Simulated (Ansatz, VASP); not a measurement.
**Two plane-wave programs on N**

```
N
1.0
    15.00000    0.00000    0.00000
     0.00000   15.50000    0.00000
     0.00000    0.00000   16.00000
N
2
Direct
  0.50187 0.49901 0.46549
  0.49813 0.50099 0.53451
```

Alike in both runs: functional RPBE; k mesh 1 × 1 × 1; occupations gaussian, width 0.005 eV; no spin polarisation.

Ansatz relaxed the structure, and its values are those at the end. VASP's run is a single point on that final structure, the one shown.

```csv
,VASP,Ansatz
version,VASP 6.6.1,Ansatz 0.2.0
potentials or method,"VASP PAW PBE potentials, release 64 (N), cutoff 520 eV","scalar-relativistic, plane waves, PAW"
valence electrons in the cell,10,10
```

```tsv
	VASP	Ansatz	Ansatz less VASP
gap on the k mesh at the Fermi level (eV)	8.18	8.22	+0.039
rms of the force components (eV/Å)	1.002	0.001	-1.0009
```

VASP's potentials were made for PBE, not for RPBE. One of these differences is far larger than is usual between the two programs; its cause wasn't traced.

Noted on VASP's run: the standard files for N, O and F lose accuracy on very short bonds.
